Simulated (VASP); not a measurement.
Here is a VASP 6.6.1 calculation.

Contents of INCAR:

```
SYSTEM = Ca
PREC = Accurate
ENCUT = 520
EDIFF = 1E-6
ISMEAR = -1
SIGMA = 0.05
LREAL = .False.
LASPH = .True.
NELM = 60
ALGO = Normal
ISIF = 2
LWAVE = .False.
LCHARG = .False.
GGA = PS
NBANDS = 11
```

Contents of KPOINTS:

```
regular mesh
0
Gamma
  11 11 11
  0 0 0
```

POSCAR

```
Ca
1.0
    0.0000000000      2.7662580000      2.7942000000
    2.7662580000      0.0000000000      2.7942000000
    2.7662580000      2.7662580000      0.0000000000
Ca
1
Direct
    0.0000000000      0.0000000000      0.0000000000
```

Potentials or basis: VASP PAW PBE potentials, release 64 (Ca_sv).

Launch:

```bash
$ cat potpaw_PBE.64/Ca_sv/POTCAR > POTCAR
$ mpirun -np 1 vasp_std > vasp.out
```

Q: What does it give for the pressure?

A: -0.9 GPa.

Q: Estimate the band gap on the k mesh.

A: Zero (bands 5 and 6 overlap by 0.29 eV).

Stress tensor (GPa, compression positive):
```
-0.85  0.00  0.00
 0.00 -0.85  0.00
 0.00  0.00 -0.93
```

Caveat: the cell differs from its parent crystal (equal xx and yy strain of -1 %); the PAW data sets were made with another functional, which shifts forces and pressure a little.
